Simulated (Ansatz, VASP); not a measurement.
## Ta4C3 in VASP and in Ansatz

File INCAR:

```
PREC = Accurate
ENCUT = 520
EDIFF = 1E-7
ISMEAR = 0
SIGMA = 0.15
LREAL = False
LASPH = True
NELM = 100
ALGO = Normal
ISIF = 2
LWAVE = False
LCHARG = False
GGA = PS
NBANDS = 37
```

Contents of KPOINTS:

```
Automatic mesh
0
Gamma
  12 12 12
```

File POSCAR:

```
Ta4C3
1.0
    1.4740548938      0.8510459897     10.1645109695
   -1.4740548938      0.8510459897     10.1645109695
    0.0000000000     -1.7020919794     10.1645109695
Ta C
4 3
Direct
    0.3733722057      0.3733722057      0.3733722057
    0.6244615989      0.6244615989      0.6244615989
    0.2096180968      0.2096180968      0.2096180968
    0.7943974385      0.7943974385      0.7943974385
    0.5025935066      0.5025935066      0.5025935066
    0.9960170748      0.9960170748      0.9960170748
    0.0845400886      0.0845400886      0.0845400886
```

Input for Ansatz:

```yaml
crystal:
  lattice:
    - [1.4740548938, 0.8510459897, 10.1645109695]
    - [-1.4740548938, 0.8510459897, 10.1645109695]
    - [0.0, -1.7020919794, 10.1645109695]
  atoms:
    - { symbol: Ta, position: [0.3733722057, 0.3733722057, 0.3733722057] }
    - { symbol: Ta, position: [0.6244615989, 0.6244615989, 0.6244615989] }
    - { symbol: Ta, position: [0.2096180968, 0.2096180968, 0.2096180968] }
    - { symbol: Ta, position: [0.7943974385, 0.7943974385, 0.7943974385] }
    - { symbol: C, position: [0.5025935066, 0.5025935066, 0.5025935066] }
    - { symbol: C, position: [0.9960170748, 0.9960170748, 0.9960170748] }
    - { symbol: C, position: [0.0845400886, 0.0845400886, 0.0845400886] }
basis:
  ecutwfc: 420
kpoints:
  mp_grid: { grid: [12, 12, 12] }
hamiltonian:
  xc: pbesol
scf:
  occupations: { method: gaussian, width: 0.15 }
output:
  forces: true
  stress: true
  eigenvalues: true
```

Change from the starting cell: strain -0.0500 x Voigt [1, 1, 0, 0, 0, 0], atoms carried along.

Alike in both runs: task single point; functional PBEsol; k mesh 12 × 12 × 12; occupations gaussian, width 0.15 eV; no spin polarisation.

|  | VASP | Ansatz |
| --- | --- | --- |
| version | VASP 6.6.1 | Ansatz 0.2.0 |
| potentials or method | VASP PAW PBE potentials, release 64 (Ta_pv, C), cutoff 520 eV | scalar-relativistic, plane waves, PAW |
| valence electrons in the cell | 56 | 64 |

|  | VASP | Ansatz | Ansatz less VASP |
| --- | --- | --- | --- |
| gap on the k mesh at the Fermi level (eV) | none | none | - |
| pressure (GPa) | 41.2 | 40.0 | -1.24 |
| traceless stress, the component that is largest in VASP (GPa) | -15.64 | -15.68 | -0.049 |
| rms of the force components (eV/Å) | 0.420 | 0.399 | -0.0212 |

VASP's potentials were made for PBE, not for PBEsol. Atom by atom the forces differ by 0.022 eV/Å (rms over components). A gap of «none» marks a metal or a gap that the smearing closes. Both programs put the cell under a high pressure, so it lies far from rest at this level. With one functional, cell and mesh, what is left measures potentials, basis and numerics. VASP's potentials hold 56 valence electrons a cell and Ansatz's 64, so a difference there can come from the potentials and not from the codes.

Neither program's run includes spin-orbit coupling.
